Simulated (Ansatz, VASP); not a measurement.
# Two plane-wave programs on Rh

The input INCAR:

```
SYSTEM = Rh
PREC = Accurate
ENCUT = 500
EDIFF = 1E-6
ISMEAR = -1
SIGMA = 0.05
LREAL = .False.
LASPH = .True.
NELM = 120
ALGO = Normal
ISIF = 2
LWAVE = .False.
LCHARG = .False.
GGA = PS
NBANDS = 14
GGA_COMPAT = .False.
```

Contents of KPOINTS:

```
Automatic mesh
0
Gamma
  16 16 16
  0 0 0
```

The input POSCAR:

```
Rh
1.0
    0.0000000000      1.8902480969      1.8902480969
    1.8902480969      0.0000000000      1.8902480969
    1.8902480969      1.8902480969      0.0000000000
Rh
1
Direct
    0.0000000000      0.0000000000      0.0000000000
```

Input for Ansatz:

```yaml
crystal:
  lattice:
    - [0.0, 1.89024809694, 1.89024809694]
    - [1.89024809694, 0.0, 1.89024809694]
    - [1.89024809694, 1.89024809694, 0.0]
  atoms:
    - { symbol: Rh, position: [0.0, 0.0, 0.0] }
kpoints:
  mp_grid: { grid: [16, 16, 16] }
scf:
  occupations: { method: fermi_dirac, width: 0.05 }
hamiltonian:
  xc: pbesol
  pseudopotentials: { kind: paw }
output:
  forces: true
  stress: true
  eigenvalues: true
  eigenstates:
    nscf_kmesh: { grid: [24, 24, 24] }
    de_dk: true
    e_range: [-14, 14]
  optics:
    e_range: [0, 30]
    de: 0.2
    sigma: 0.25
    bands: { spectra_wanted_up_to: 30 }
    nscf_kmesh: { grid: [24, 24, 24] }
    drude_damping: 0.1
checkpoint:
  write: ck
  write_wavefunctions: false
```

Alike in both runs: task single point; functional PBEsol; k mesh 16 × 16 × 16; occupations fermi-dirac, width 0.05 eV; no spin polarisation.

|  | VASP | Ansatz |
| --- | --- | --- |
| version | VASP 6.6.1 | Ansatz 0.2.0 |
| potentials or method | VASP PAW PBE potentials, release 64 (Rh_pv) | PAW with Ansatz's default frozen-core files, scalar-relativistic |
| plane-wave cutoff (eV) | 500 | 420 |
| valence electrons in the cell | 15 | 17 |

```csv
,VASP,Ansatz,Ansatz less VASP
pressure (GPa),0.0,0.0,+0.03
```

VASP's potentials were made for PBE, not for PBEsol. With one functional, cell and mesh, what is left measures potentials, basis and numerics. VASP's potentials hold 15 valence electrons a cell and Ansatz's 17, so a difference there can come from the potentials and not from the codes. Ansatz's warnings: optics on partly filled bands.
